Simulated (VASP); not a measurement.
CdSe, 2 atoms in the cell. The structure is cubic, space group F-43m (No. 216). The conventional cell has a = 6.261 Å, b = 6.261 Å, c = 6.261 Å, α = 90.00°, β = 90.00°, γ = 90.00°. Cd (site symmetry -43m) has 4 Se at 2.71 Å within 3.6 Å. Se (site symmetry -43m) has 4 Cd at 2.71 Å within 3.6 Å.  This cell differs from its parent crystal: volume scaled by 1.06.

| Quantity | Value |
| --- | --- |
| Program | VASP 6.6.1 |
| Task | electric field gradients |
| Functional | PBE |
| Potentials or basis | VASP PAW PBE potentials, release 64 (Cd, Se) |
| Cutoff | 520 eV |
| k mesh | 8 × 8 × 8 |
| Occupations | fermi-dirac, width 0.03 eV |
| Spin | no spin polarisation |
| Dipole correction | no |
| Further INCAR settings | ALGO = Normal; EDIFF = 1e-08; NBANDS = 16 |

Potentials or basis: VASP PAW PBE potentials, release 64 (Cd, Se).

Command:

```bash
$ cat potpaw_PBE.64/Cd/POTCAR potpaw_PBE.64/Se/POTCAR > POTCAR
$ mpirun -np 1 vasp_std > vasp.out
```

Hardware: 1 thread of Intel(R) Xeon(R) 6975P-C (Granite Rapids), with other jobs on the host.

Problem. How long does it take, and how much memory?

Solution. Run time: 16 s on 1 thread of Intel(R) Xeon(R) 6975P-C (Granite Rapids), on a shared host, peak memory 0.21 GiB. Counts: scf iterations 16, k points 29.
